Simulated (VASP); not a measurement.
# WS2 in VASP: single point with PBEsol

Aim: the single point of WS2 with PBEsol.

All numbers are computed with VASP 6.6.1; they aren't measurements. Logs are shortened: lines on timing, memory, paths and dates and some standing lists are left out, and cuts for length are marked.

## Step 1: The cell of the first run

The cell holds a slab with vacuum, 3 atoms: a = 3.146 Å, b = 3.146 Å, c = 16.953 Å, α = 90.00°, β = 90.00°, γ = 120.00°.

## Step 2: Single point, PBEsol (atom 3 moved 0.45 Å)

INCAR reads:

```
SYSTEM = WS2
PREC     = Accurate       ! precision mode
ENCUT    = 500            ! plane-wave cutoff, eV
EDIFF    = 1E-6           ! SCF threshold, eV
ISMEAR   = 0              ! smearing method
SIGMA    = 0.05           ! smearing width, eV
LREAL    = .FALSE.        ! projectors in reciprocal space
LASPH    = .TRUE.         ! aspherical terms in the spheres
NELM     = 120            ! most SCF steps
ALGO     = Normal         ! electronic algorithm
ISIF     = 2              ! what is computed and relaxed
LWAVE    = .FALSE.        ! write WAVECAR
LCHARG   = .FALSE.        ! write CHGCAR
GGA      = PS             ! functional
NBANDS   = 20             ! bands
GGA_COMPAT= .FALSE.
```

KPOINTS reads:

```
Automatic mesh
0
G
  12 12 2
  0 0 0
```

POSCAR reads:

```
WS2
1.0
    3.1457762098      0.0000000000      0.0000000000
   -1.5728881049      2.7243221123      0.0000000000
    0.0000000000      0.0000000000     16.9534209708
W S
1 2
Direct
    0.3457547079      0.6350309672      0.0049982637
    0.6790880412      0.3016976339      0.9125744117
    0.6418239175      0.3966047322      0.0824273246
```

Potentials or basis: VASP PAW PBE potentials, release 64 (W_sv, S).

Command:

```bash
> cat potpaw_PBE.64/W_sv/POTCAR potpaw_PBE.64/S/POTCAR > POTCAR
> mpirun -np 1 vasp_std > vasp.out
```

OUTCAR:

```text
SYSTEM = WS2
   PREC = Accurate
   ENCUT = 500
   EDIFF = 1E-6
   ISMEAR = 0
   LREAL = .FALSE.
   LASPH = .TRUE.
   NELM = 120
   ISIF = 2
   GGA = PS

 ion  position               nearest neighbor table
   1  0.346  0.635  0.005-   3 1.96   3 2.35   2 2.40   2 2.40   2 2.40   3 2.47
   2  0.679  0.302  0.913-   1 2.40   1 2.40   1 2.40
   3  0.642  0.397  0.082-   1 1.96   1 2.35   1 2.47

  LATTYP: Found a hexagonal cell.
 ALAT       =     3.1457762098
 C/A-ratio  =     5.3892647919

  Lattice vectors:

 A1 = (   3.1457762098,   0.0000000000,   0.0000000000)
 A2 = (  -1.5728881049,   2.7243221123,   0.0000000000)
 A3 = (   0.0000000000,   0.0000000000,  16.9534209708)

Analysis of symmetry for initial positions (statically):
=====================================================================
 Subroutine PRICEL returns:
 Original cell was already a primitive cell.

 Routine SETGRP: Setting up the symmetry group for a
 hexagonal supercell.

 Subroutine GETGRP returns: Found  1 space group operations
 (whereof  1 operations were pure point group operations)
 out of a pool of 24 trial point group operations.

The static configuration has the point symmetry C_1 .

Analysis of symmetry for dynamics (positions and initial velocities):
=====================================================================
 Subroutine PRICEL returns:
 Original cell was already a primitive cell.

 Routine SETGRP: Setting up the symmetry group for a
 hexagonal supercell.

 Subroutine GETGRP returns: Found  1 space group operations
 (whereof  1 operations were pure point group operations)
 out of a pool of 24 trial point group operations.

The dynamic configuration has the point symmetry C_1 .

 Subroutine INISYM returns: Found  1 space group operations
 (whereof  1 operations are pure point group operations),
 and found     1 'primitive' translations

----------------------------------------------------------------------------------------

                                     Primitive cell

  volume of cell :     145.2926

  direct lattice vectors                    reciprocal lattice vectors
     3.145776210  0.000000000  0.000000000     0.317886567  0.183531895  0.000000000
    -1.572888105  2.724322112  0.000000000     0.000000000  0.367063790  0.000000000
     0.000000000  0.000000000 16.953420971     0.000000000  0.000000000  0.058985145

  length of vectors
     3.145776210  3.145776210 16.953420971     0.367063790  0.367063790  0.058985145

  position of ions in fractional coordinates (direct lattice)
     0.345754708  0.635030967  0.004998264
     0.679088041  0.301697634  0.912574412
     0.641823917  0.396604732  0.082427325

  ion indices of the primitive-cell ions
   primitive index   ion index
                 1           1
                 2           2
                 3           3

----------------------------------------------------------------------------------------

 KPOINTS: Automatic mesh

Automatic generation of k-mesh.
 Grid dimensions read from file:
 generate k-points for:   12   12    2

 Generating k-lattice:

  Cartesian coordinates                     Fractional coordinates (reciprocal lattice)
     0.026490547  0.015294325  0.000000000     0.083333333  0.000000000  0.000000000
     0.000000000  0.030588649  0.000000000     0.000000000  0.083333333  0.000000000
     0.000000000  0.000000000  0.029492573     0.000000000  0.000000000  0.500000000

  Length of vectors
     0.030588649  0.030588649  0.029492573

  Shift w.r.t. Gamma in fractional coordinates (k-lattice)
     0.000000000  0.000000000  0.000000000

 Subroutine IBZKPT returns following result:
 ===========================================

 Found    148 irreducible k-points:

 Following reciprocal coordinates:
            Coordinates               Weight
  0.000000  0.000000  0.000000      1.000000
  0.083333  0.000000  0.000000      2.000000
  0.000000  0.083333  0.000000      2.000000
 -0.083333  0.083333  0.000000      2.000000
  0.166667 -0.000000  0.000000      2.000000
  0.000000  0.166667  0.000000      2.000000
[... 16 lines left out ...]
  0.166667  0.083333  0.000000      2.000000
 -0.083333  0.250000  0.000000      2.000000
 [... further k-points ...]
   k-points           NKPTS =    148   k-points in BZ     NKDIM =    148   number of bands    NBANDS=     20
   number of dos      NEDOS =    301   number of ions     NIONS =      3
   total plane-waves  NPLWV =  72576
   dimension x,y,z NGX =    24 NGY =   24 NGZ =  126
   dimension x,y,z NGXF=    48 NGYF=   48 NGZF=  252
   ions per type =               1   2
   NGX,Y,Z   is equivalent  to a cutoff of  12.68, 12.68, 12.36 a.u.
   NGXF,Y,Z  is equivalent  to a cutoff of  25.37, 25.37, 24.71 a.u.
 SYSTEM =  WS2
   PREC   = accura    normal or accurate (medium, high low for compatibility)
   ISTART =      0    job   : 0-new  1-cont  2-samecut
   ICHARG =      2    charge: 1-file 2-atom 10-const
   ISPIN  =      1    spin polarized calculation?
   LNONCOLLINEAR =      F non collinear calculations
   LSORBIT =      F    spin-orbit coupling
   LASPH  =      T    aspherical Exc in radial PAW
   ENCUT  =  500.0 eV  36.75 Ry    6.06 a.u.   5.74  5.74 30.91*2*pi/ulx,y,z
   NELM   =    120;   NELMIN=  2; NELMDL= -5     # of ELM steps
   EDIFF  = 0.1E-05   stopping-criterion for ELM
   LREAL  =      F    real-space projection
   EDIFFG = 0.1E-04   stopping-criterion for IOM
   NSW    =      0    number of steps for IOM
   IBRION =     -1    ionic relax: 0-MD 1-quasi-New 2-CG
   NFREE  =      0    steps in history (QN), initial steepest desc. (CG)
   ISIF   =      2    stress and relaxation
   ISYM   =      2    0-nonsym 1-usesym 2-fastsym
   POTIM  = 0.5000    time-step for ionic-motion
   TEBEG  =    0.0;   TEEND  =   0.0 temperature during run
   PSTRESS=    0.0 pullay stress
   NELECT =      26.0000    total number of electrons
   NUPDOWN=      -1.0000    fix difference up-down
   EMIN   =  10.00;   EMAX   =-10.00  energy-range for DOS
   EFERMI =   0.00;   METHOD = LEGACY
   ISMEAR =     0;   SIGMA  =   0.05  broadening in eV -4-tet -1-fermi 0-gaus
   EFERMI_NEDOS =   21; number of points for ismear=-14 and -15
   IALGO  =     38    algorithm
   IMIX   =      4    mixing-type and parameters
     AMIX     =   0.40;   BMIX     =  1.00
     AMIX_MAG =   1.60;   BMIX_MAG =  1.00
  volume/ion in A,a.u.               =      48.43       326.83
  Fermi-wavevector in a.u.,A,eV,Ry     =   0.922539  1.743346 11.579622  0.851078
  Thomas-Fermi vector in A             =   2.048077
   LORBIT       =      0    0 simple, 1 ext, 2 COOP (PROOUT), +10 PAW based schemes
   GGA     = PS    functional components
   LHFCALC =     F    Hartree Fock is set to
   AEXX    =    0.0000 exact exchange contribution
   IVDW    =     0    specifies the selected vdW correction
   LEPSILON=     F    determine dielectric tensor
   LRPA    =     F    only Hartree local field effects (RPA)
 non-spin polarized calculation
 Gauss-broadening in eV      SIGMA  =   0.05
  energy-cutoff  :      500.00
  volume of cell :      145.29
 maximum number of plane-waves:      3716
   NGX = 11   NGY = 11   NGZ = 61

 number of electron      26.0000000 magnetization

 Free energy of the ion-electron system (eV)
  ---------------------------------------------------
  ext. energy  EPLUGINS =         0.00000000
  ---------------------------------------------------
  free energy    TOTEN  =       -22.98448623 eV

  energy without entropy =      -22.98448623  energy(sigma->0) =      -22.98448623

 E-fermi :  -0.2389     XC(G=0):  -4.4955

 val. band max:       -0.4868677268   @ k =   0.0000   0.0000   0.5000
 cond. band min:       0.1453325585   @ k =   0.3333   0.3333   0.0000
 fundamental gap:      0.6322002853
 Fermi energy:        -0.2388832622

 k-point     1 :       0.0000    0.0000    0.0000
  band No.  band energies     occupation
      1     -74.9590      2.00000
      2     -39.5483      2.00000
      3     -39.2090      2.00000
      4     -39.0936      2.00000
      5     -16.6684      2.00000
      6     -14.3383      2.00000
[... 12 lines left out ...]
     19       4.4236      0.00000
     20       5.0984      0.00000

 k-point     2 :       0.0833    0.0000    0.0000
  band No.  band energies     occupation
      1     -74.9576      2.00000
      2     -39.5506      2.00000
      3     -39.2188      2.00000
      4     -39.1120      2.00000
      5     -16.5414      2.00000
      6     -14.3058      2.00000
[... 12 lines left out ...]
     19       4.5752      0.00000
     20       5.4357      0.00000

 k-point     3 :       0.0000    0.0833    0.0000
  band No.  band energies     occupation
      1     -74.9576      2.00000
      2     -39.5488      2.00000
      3     -39.2141      2.00000
      4     -39.1175      2.00000
      5     -16.5482      2.00000
      6     -14.2989      2.00000
[... 12 lines left out ...]
     19       4.5696      0.00000
     20       5.3952      0.00000

 k-point     4 :      -0.0833    0.0833    0.0000
  band No.  band energies     occupation
      1     -74.9575      2.00000
      2     -39.5558      2.00000
      3     -39.2261      2.00000
      4     -39.1008      2.00000
      5     -16.5321      2.00000
      6     -14.3198      2.00000
[... 12 lines left out ...]
     19       4.5815      0.00000
     20       5.2351      0.00000

 k-point     5 :       0.1667   -0.0000    0.0000
  band No.  band energies     occupation
      1     -74.9536      2.00000
      2     -39.5617      2.00000
      3     -39.2500      2.00000
      4     -39.1519      2.00000
      5     -16.1830      2.00000
      6     -14.2138      2.00000
[... 12 lines left out ...]
     19       5.0034      0.00000
     20       5.9899      0.00000
[... 353 lines left out ...]
      6     -14.2571      2.00000
[... 12 lines left out ...]
     19       4.8807      0.00000
     20       5.7373      0.00000

 k-point    22 :      -0.1667    0.0833    0.0000
  band No.  band energies     occupation
      1     -74.9548      2.00000
      2     -39.5707      2.00000
      3     -39.2512      2.00000
      4     -39.1191      2.00000
      5     -16.2752      2.00000
      6     -14.2769      2.00000
[... 12 lines left out ...]
     19       4.8922      0.00000
     20       5.7748      0.00000

 k-point    23 :       0.1667    0.0833    0.0000
  band No.  band energies     occupation
      1     -74.9504      2.00000
      2     -39.5583      2.00000
      3     -39.2674      2.00000
      4     -39.2044      2.00000
      5     -15.8842      2.00000
      6     -14.0869      2.00000
[... 12 lines left out ...]
     19       5.3499      0.00000
     20       6.3755      0.00000

 k-point    24 :      -0.0833    0.2500    0.0000
  band No.  band energies     occupation
      1     -74.9502      2.00000
      2     -39.5815      2.00000
      3     -39.2718      2.00000
      4     -39.1793      2.00000
      5     -15.8721      2.00000
      6     -14.1264      2.00000
[... 12 lines left out ...]
     19       5.4152      0.00000
     20       6.3551      0.00000

 [... further k-points ...]

------------------------ aborting loop because EDIFF is reached ----------------------------------------

  FORCE on cell =-STRESS in cart. coord.  units (eV):
  Direction    XX          YY          ZZ          XY          YZ          ZX
  --------------------------------------------------------------------------------------
  -------------------------------------------------------------------------------------
  Total       10.3614470      3.2381805     14.0742783     -3.4422677     -6.4435826     10.2269267
  in kB      114.2581970     35.7082040    155.2004908    -37.9587232    -71.0549527    112.7748095
  external PRESSURE =     101.7222973 kB  Pullay stress =       0.0000000 kB

 VOLUME and BASIS-vectors are now :
 -----------------------------------------------------------------------------
  energy-cutoff  :      500.00
  volume of cell :      145.29
      direct lattice vectors                 reciprocal lattice vectors
     3.145776210  0.000000000  0.000000000     0.317886567  0.183531895  0.000000000
    -1.572888105  2.724322112  0.000000000     0.000000000  0.367063790  0.000000000
     0.000000000  0.000000000 16.953420971     0.000000000  0.000000000  0.058985145

 POSITION                                       TOTAL-FORCE (eV/Angst)
 -----------------------------------------------------------------------------------
      0.08883      1.73003      0.08474        -7.263193      5.003617     -9.090020
      1.66172      0.82192     15.47126        -0.240790     -0.043131     -0.755243
      1.39522      1.08048      1.39743         7.503983     -4.960486      9.845264
 -----------------------------------------------------------------------------------
    total drift:                               -0.000032     -0.000111     -0.000007

  FREE ENERGIE OF THE ION-ELECTRON SYSTEM (eV)
  ---------------------------------------------------
  free  energy   TOTEN  =       -22.9844862281 eV

  energy  without entropy=      -22.9844862281  energy(sigma->0) =      -22.98448623
```

Wall time 15 min (1 thread of Oxide Virtual Turin-like, shared host); peak memory 0.48 GiB.

Results:

```yaml
Free_energy: -22.9845 eV
Largest_force: 13.336 eV/Å
Band_gap_on_the_k_mesh: 0.63 eV (least direct gap 0.95 eV)
```

Forces on the atoms (eV/Å):
```
W   -7.263  5.004 -9.090
S   -0.241 -0.043 -0.755
S    7.504 -4.960  9.845
```

Levels at points of the mesh, in eV from the valence-band top:
```
           k point  band 11  band 12  band 13  band 14  band 15  band 16
(0.00, 0.00, 0.00)    -2.65    -1.81     0.00     0.95     1.85     2.90
(0.50, 0.00, 0.00)    -2.76    -2.44    -0.76     1.82     2.34     2.86
(0.00, 0.50, 0.00)    -2.79    -2.25    -0.56     1.97     2.45     3.13
(0.50, 0.50, 0.00)    -3.04    -2.35    -1.94     1.63     2.37     3.57
(0.00, 0.00, 0.50)    -2.65    -1.81     0.00     0.95     1.85     2.90
(0.50, 0.00, 0.50)    -2.76    -2.44    -0.76     1.82     2.34     2.86
(0.00, 0.50, 0.50)    -2.79    -2.25    -0.56     1.97     2.45     3.13
(0.50, 0.50, 0.50)    -3.04    -2.35    -1.94     1.63     2.37     3.57
```

Caveat: the cell differs from its parent crystal (atom 3 moved 0.45 Å); there is no dipole correction, which matters where the two faces differ; the PAW data sets were made with another functional, which shifts forces and pressure a little; spin-orbit coupling is left out, which moves the levels of the heavy elements.
